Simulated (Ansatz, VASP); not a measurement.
# Co: VASP beside Ansatz

```xyz
2
Lattice="-2.2121 2.2121 1.1786 2.2121 -2.2121 1.1786 2.2121 2.2121 -1.1786" Properties=species:S:1:pos:R:3 pbc="T T T"
Co    0.0000    0.0000    0.0000
Co    0.0000    2.2121    0.5893
```

Alike in both runs: functional PBEsol; k mesh 8 × 8 × 8; occupations gaussian, width 0.1 eV; collinear spin.

Ansatz relaxed the structure, and its values are those at the end. VASP's run is a single point on that final structure, the one shown.

|  | VASP | Ansatz |
| --- | --- | --- |
| version | VASP 6.6.1 | Ansatz 0.2.0 |
| potentials or method | VASP PAW PBE potentials, release 64 (Co_sv), cutoff 690 eV | scalar-relativistic, plane waves, PAW |
| valence electrons in the cell | 34 | 34 |

|  | VASP | Ansatz | Ansatz less VASP |
| --- | --- | --- | --- |
| gap on the k mesh at the Fermi level (eV) | none | none | - |
| pressure (GPa) | -1.2 | 0.0 | +1.23 |
| net moment per atom (μB) | 1.77 | 1.77 | +0.002 |
| size of the moment on the site where the two differ most (μB) | 1.78 | 1.79 | +0.011 |

VASP's potentials were made for PBE, not for PBEsol. Site moments also hang on the region over which each program counts them. A gap of «none» marks a metal or a gap that the smearing closes.

The k mesh is coarse, so the values compare programs but aren't converged.
